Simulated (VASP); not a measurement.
Here is a VASP 6.6.1 calculation.

Contents of INCAR:

```
SYSTEM = PbO2
PREC = Accurate
ENCUT = 520
EDIFF = 1E-7
ISMEAR = -1
SIGMA = 0.02
LREAL = .False.
LASPH = .True.
NELM = 60
ALGO = Normal
ISIF = 2
LWAVE = .False.
LCHARG = .False.
GGA = PE
NBANDS = 35
```

KPOINTS

```
regular mesh
0
Gamma
  4 4 6
  0 0 0
```

Contents of POSCAR:

```
PbO2
1.0
    5.1327638454      0.0000000000      0.0000000000
    0.0000000000      5.1327638454      0.0000000000
    0.0000000000      0.0000000000      3.4749619222
Pb O
2 4
Direct
    0.0000000000      0.0000000000      0.0000000000
    0.5000000000      0.5000000000      0.5000000000
    0.3079664343      0.3079664343      0.0000000000
    0.1920335657      0.8079664343      0.5000000000
    0.8079664343      0.1920335657      0.5000000000
    0.6920335657      0.6920335657      0.0000000000
```

Potentials or basis: VASP PAW PBE potentials, release 64 (Pb_d, O).

Launch:

```bash
$ cat potpaw_PBE.64/Pb_d/POTCAR potpaw_PBE.64/O/POTCAR > POTCAR
$ mpirun -np 1 vasp_std > vasp.out
```

(1) Predict the largest force.

(2) What does it give for the pressure?

Answers

(1) 0.069 eV/Å.

(2) -3.2 GPa.

Caveat: the cell stands under tension; the structure was generated, so it needn't be the stable form of PbO2.
